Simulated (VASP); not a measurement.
# TiO2 (P1) in VASP: a series of runs, part 2 of 2

VASP 6.6.1. The steps go on from the part before.

**4. Single point, LDA**

Contents of INCAR:

```
SYSTEM = TiO2
PREC = Accurate
ENCUT = 520
EDIFF = 1E-6
ISMEAR = -1
SIGMA = 0.3
LREAL = .FALSE.
LASPH = .TRUE.
NELM = 80
ALGO = Normal
ISIF = 2
LWAVE = .FALSE.
LCHARG = .TRUE.
GGA = CA
LELF = .TRUE.
LVHAR = .TRUE.
NBANDS = 60
```

Contents of KPOINTS:

```
Automatic mesh
0
G
  3 3 2
  0 0 0
```

Contents of POSCAR:

```
TiO2
1.0
    3.9781820000      0.0000000000      0.0000000000
    0.0000000000      3.9781820000      0.0000000000
    0.0000000000      0.0000000000     10.0358180000
Ti O
4 8
Direct
    0.0934849135     -0.0306170004      0.0339284750
    0.2169332625      0.5287088424      0.2776156363
    0.6018075593      0.4654890098      0.5340969715
    0.5830050008      0.0396160859      0.8111346778
    0.1628633381      0.0124931439      0.2406580111
    0.0822486251      0.4112682627      0.4672563811
    0.1140973440      0.5036220062      0.0691523103
    0.0935603248      0.1351119682      0.8626202667
    0.5873537209      0.5884094795      0.7360037817
    0.5611105776     -0.0582175476      0.9855798501
    0.5399702678      0.0429593216      0.5497110450
    0.6637202622      0.5027422074      0.3024865537
```

Potentials or basis: VASP PAW LDA potentials, release 64 (Ti_sv, O).

The run is started by

```sh
$ cat potpaw_LDA.64/Ti_sv/POTCAR potpaw_LDA.64/O/POTCAR > POTCAR
$ mpirun -np 1 vasp_std > vasp.out
```

OUTCAR:

```text
SYSTEM = TiO2
   PREC = Accurate
   ENCUT = 520
   EDIFF = 1E-6
   ISMEAR = -1
   LREAL = .FALSE.
   LASPH = .TRUE.
   NELM = 80
   ISIF = 2
   GGA = CA

 ion  position               nearest neighbor table
   1  0.093  0.969  0.034-   8 1.84   7 1.89  10 1.93   5 2.10   7 2.16  10 2.18
   2  0.217  0.529  0.278-  12 1.80   5 1.97   6 2.03   5 2.10   7 2.13  12 2.22
   3  0.602  0.465  0.534-  11 1.71   6 2.04   9 2.09   6 2.18  11 2.32  12 2.34
   4  0.583  0.040  0.811-  10 1.80   9 1.95   8 2.05   8 2.13   9 2.31
   5  0.163  0.012  0.241-   2 1.97   2 2.10   1 2.10
   6  0.082  0.411  0.467-   2 2.03   3 2.04   3 2.18
   7  0.114  0.504  0.069-   1 1.89   2 2.13   1 2.16
   8  0.094  0.135  0.863-   1 1.84   4 2.05   4 2.13
   9  0.587  0.588  0.736-   4 1.95   3 2.09   4 2.31
  10  0.561  0.942  0.986-   4 1.80   1 1.93   1 2.18
  11  0.540  0.043  0.550-   3 1.71   3 2.32
  12  0.664  0.503  0.302-   2 1.80   2 2.22   3 2.34

  LATTYP: Found a simple tetragonal cell.
 ALAT       =     3.9781820000
 C/A-ratio  =     2.5227146470

  Lattice vectors:
[... 197 lines left out ...]
      5     -31.4369      2.00000
      6     -31.2261      2.00000
[... 619 lines left out ...]
     59       5.9777      0.00011
     60       6.2516      0.00004

------------------------ aborting loop because EDIFF is reached ----------------------------------------

  FORCE on cell =-STRESS in cart. coord.  units (eV):
  Direction    XX          YY          ZZ          XY          YZ          ZX
  --------------------------------------------------------------------------------------
  -------------------------------------------------------------------------------------
  Total      -18.2412910    -22.8746632    -16.3773093     -1.4542346     -3.6782524      3.8061207
  in kB     -184.0111257   -230.7508010   -165.2079954    -14.6697595    -37.1047954     38.3946811
  external PRESSURE =    -193.3233073 kB  Pullay stress =       0.0000000 kB

 VOLUME and BASIS-vectors are now :
 -----------------------------------------------------------------------------
  energy-cutoff  :      520.00
  volume of cell :      158.83
      direct lattice vectors                 reciprocal lattice vectors
     3.978182000  0.000000000  0.000000000     0.251371104  0.000000000  0.000000000
     0.000000000  3.978182000  0.000000000     0.000000000  0.251371104  0.000000000
     0.000000000  0.000000000 10.035818000     0.000000000  0.000000000  0.099643098

 POSITION                                       TOTAL-FORCE (eV/Angst)
 -----------------------------------------------------------------------------------
      0.37190      3.85638      0.34050        -0.031175     -0.388605      3.066377
      0.86300      2.10330      2.78610        -0.975997     -0.728115      0.157726
      2.39410      1.85180      5.36010         0.446875      0.185573     -1.181220
      2.31930      0.15760      8.14040        -0.259700     -0.146566     -0.974381
      0.64790      0.04970      2.41520         0.034078     -0.598962     -1.685891
      0.32720      1.63610      4.68930         0.989101      2.154881      0.192813
      0.45390      2.00350      0.69400        -0.196045      0.673244      0.848750
      0.37220      0.53750      8.65710        -0.768607     -0.834577     -2.516455
      2.33660      2.34080      7.38640         0.202424     -0.254500     -0.115161
      2.23220      3.74658      9.89110         1.750920      0.192856      0.221309
      2.14810      0.17090      5.51680         0.656743     -0.731818      1.314259
      2.64040      2.00000      3.03570        -1.848617      0.476589      0.671875
 -----------------------------------------------------------------------------------
    total drift:                               -0.001111      0.001536     -0.000231

  FREE ENERGIE OF THE ION-ELECTRON SYSTEM (eV)
  ---------------------------------------------------
  free  energy   TOTEN  =      -113.0228224332 eV

  energy  without entropy=     -112.6007587034  energy(sigma->0) =     -112.81179057
```

stdout:

```text
POSCAR found type information on POSCAR TiO
 POSCAR found :  2 types and      12 ions
 scaLAPACK will be used
 LDA part: xc-table for (Slater(with rela. corr.)+CA(PZ))
 , standard interpolation
 POSCAR, INCAR and KPOINTS ok, starting setup
 FFT: planning ... GRIDC
 FFT: planning ... GRID_SOFT
 FFT: planning ... GRID
 WAVECAR not read
 entering main loop
```

Wall time 1.7 min (1 thread of Intel Xeon Platinum 8375C at 2.90GHz (Ice Lake), shared host); peak memory 0.24 GiB.

What came out:

```yaml
Free_energy: -113.0228 eV
Pressure: -19.3 GPa
Largest_force: 3.091 eV/Å
Band_gap_on_the_k_mesh: 1.64 eV (least direct gap 1.70 eV)
```

Forces in eV/Å, atoms in the order of the input:
```
Ti  -0.031 -0.389  3.066
Ti  -0.976 -0.728  0.158
Ti   0.447  0.186 -1.181
Ti  -0.260 -0.147 -0.974
O    0.034 -0.599 -1.686
O    0.989  2.155  0.193
O   -0.196  0.673  0.849
O   -0.769 -0.835 -2.516
O    0.202 -0.255 -0.115
O    1.751  0.193  0.221
O    0.657 -0.732  1.314
O   -1.849  0.477  0.672
```

Stress tensor (GPa, compression positive):
```
-18.40  -1.47   3.84
 -1.47 -23.08  -3.71
  3.84  -3.71 -16.52
```

Levels at points of the mesh, in eV from the valence-band top:
| k point | band 45 | band 46 | band 47 | band 48 | band 49 | band 50 | band 51 | band 52 |
| --- | --- | --- | --- | --- | --- | --- | --- | --- |
| (0.00, 0.00, 0.00) | -0.85 | -0.59 | -0.46 | -0.14 | 1.64 | 1.97 | 2.53 | 2.69 |
| (0.00, 0.00, 0.50) | -0.83 | -0.60 | -0.46 | -0.13 | 1.64 | 1.97 | 2.53 | 2.68 |

Caveat: the k points lie up to 0.53 Å⁻¹ apart; an odd mesh through Γ misses points on the zone boundary, where band edges can lie; forces of over 1 eV/Å act on the atoms, so gaps and moduli don't describe the material at rest.

**5. Overview**

| cell | gap on the mesh (eV) | pressure (GPa) | largest force (eV/Å) |
| --- | --- | --- | --- |
| as given, atomic positions A | 2.30 | -20.5 | 2.66 |
| as given, atomic positions B | 1.16 | -10.8 | 6.41 |
| as given, atomic positions C | 1.64 | -19.3 | 3.09 |

Alike in all rows: task single point; level LDA; potentials or basis VASP PAW LDA potentials, release 64 (Ti_sv, O); no spin polarisation; k mesh 3 × 3 × 2; cutoff (eV) 520; smearing fermi-dirac 0.3 eV.

Caveats: all runs use coarse meshes; an odd mesh through Γ misses points on the zone boundary, where band edges can lie; forces of over 1 eV/Å act on the atoms, so gaps and moduli don't describe the material at rest.

Absolute energies hang on the potentials; compare differences alone.
